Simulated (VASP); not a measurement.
# CdSeS3: relaxation of cell and atoms with PBE

Crystal: CdSeS3.

```xyz
5
Lattice="4.8343 0.0000 0.0000 0.0000 4.8343 0.0000 0.0000 0.0000 4.8343" Properties=species:S:1:pos:R:3 pbc="T T T"
Cd    0.0000    0.0000    0.0000
Se    2.4172    2.4172    2.4172
S     2.4172    2.4172    0.0000
S     0.0000    2.4172    2.4172
S     2.4172    0.0000    2.4172
```

```yaml
Program: VASP 6.6.1
Task: relaxation of cell and atoms
Functional: PBE
Potentials_or_basis: VASP PAW PBE potentials, release 64 (Cd, Se, S)
Cutoff: 600 eV
k_mesh: 8 × 8 × 8
Occupations: gaussian, width 0.1 eV
Spin: no spin polarisation
Dipole_correction: no
Further_INCAR_settings: ALGO = Normal; EDIFF = 1e-07; IBRION = 2; EDIFFG = -0.01; NSW = 100; ISIF = 3
```

| Item | Value |
| --- | --- |
| Relaxed volume | 22.22 Å³/atom |
| Relaxed cell | a = 4.807 Å, b = 4.807 Å, c = 4.807 Å, α = 90.00°, β = 90.00°, γ = 90.00° |
| Space group after relaxing (to 0.05 Å) | Pm-3m (No. 221) |
| Energy gained by relaxing | 1.1 meV/atom |
| Ionic steps | 3 |
| Pressure after relaxing | 0.0 GPa |
| Band gap on the k mesh | zero (band 18 reaches 3.33 eV, above the bottom of band 19 at 2.42 eV) |

The path:
```tsv
step	energy change (eV)	largest force (eV/Å)	pressure (GPa)	volume (Å³)
1	0.0000	0.0000	-0.89	112.98
2	-0.0053	0.0000	0.07	110.94
3	-0.0054	0.0000	0.00	111.09
```

Final structure:
```
Cd Se S
1.0
     4.80715    0.00000    0.00000
     0.00000    4.80715    0.00000
     0.00000    0.00000    4.80715
Cd Se S
1 1 3
Direct
  0.00000 0.00000 0.00000
  0.50000 0.50000 0.50000
  0.50000 0.50000 0.00000
  0.00000 0.50000 0.50000
  0.50000 0.00000 0.50000
```

Levels at points of the mesh, in eV from the Fermi level:
```
           k point  band 15  band 16  band 17  band 18  band 19  band 20  band 21  band 22
(0.00, 0.00, 0.00)    -1.13    -0.90    -0.90    -0.90    -0.81     5.35     5.35     5.35
(0.50, 0.00, 0.00)    -1.25    -1.00    -0.90    -0.80    -0.80     2.60     3.87     5.66
(0.50, 0.50, 0.00)    -1.64    -1.64    -0.36    -0.36     0.11     0.40     1.06     4.21
(0.50, 0.50, 0.50)    -1.15    -0.93    -0.93    -0.93     0.39     0.39     0.39     1.13
```

It took 3.1 min on 1 thread of Intel(R) Xeon(R) Platinum 8175M CPU @ 2.50GHz (Skylake/Cascade Lake), on a shared host, peak memory 0.32 GiB.
